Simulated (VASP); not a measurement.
Write the native input for VASP 6.6.1 that does the following.

```yaml
Task: relaxation of cell and atoms
Functional: PBE
Potentials_or_basis: VASP PAW PBE potentials, release 64 (Li_sv)
Cutoff: 600 eV
k_mesh: 16 × 16 × 9
Occupations: fermi-dirac, width 0.05 eV
Spin: no spin polarisation
Dipole_correction: no
Further_INCAR_settings: ALGO = Normal; EDIFF = 1e-07; IBRION = 2; EDIFFG = -0.005; NSW = 100; ISIF = 3
```

The structure of Li lies in POSCAR:

```
Li
1.0
    2.8601932136      0.0000000000      0.0000000000
   -1.4300966068      2.4769999827      0.0000000000
    0.0000000000      0.0000000000      4.6335130061
Li
2
Direct
    0.3333333333      0.6666666667      0.2500000000
    0.6666666667      0.3333333333      0.7500000000
```

The input as run:

INCAR

```
SYSTEM = Li
PREC = Accurate
ENCUT = 600
EDIFF = 1E-7
ISMEAR = -1
SIGMA = 0.05
LREAL = .FALSE.
LASPH = .TRUE.
NELM = 80
ALGO = Normal
ISIF = 3
LWAVE = .FALSE.
LCHARG = .FALSE.
GGA = PE
IBRION = 2
NSW = 100
EDIFFG = -0.005
```

KPOINTS

```
Automatic mesh
0
G
  16 16 9
  0 0 0
```

Potentials or basis: VASP PAW PBE potentials, release 64 (Li_sv).

Launch:

```console
$ cat potpaw_PBE.64/Li_sv/POTCAR > POTCAR
$ mpirun -np 1 vasp_std > vasp.out
```

It gave:

```yaml
Relaxed_volume: 20.12 Å³/atom
Relaxed_cell: a = 3.051 Å, b = 3.051 Å, c = 4.989 Å, α = 90.00°, β = 90.00°, γ = 120.00°
Space_group_after_relaxing_to_0.05_Å: P6_3/mmc (No. 194)
Energy_gained_by_relaxing: 40.2 meV/atom
Ionic_steps: 7
Pressure_after_relaxing: 0.0 GPa
Band_gap_on_the_k_mesh: zero (band 3 reaches 2.44 eV, above the bottom of band 4 at -1.55 eV)
```

Caveat: the cutoff is under 1.25 times the usual one of these potentials, so pressure, stress and relaxed cells hold a basis-set (Pulay) error; the volume moved by over 15 % at a fixed basis, so the end points are rough.

Wall time 87 s on 1 thread of Intel Xeon 6975P-C, on a shared host, peak memory 0.17 GiB.
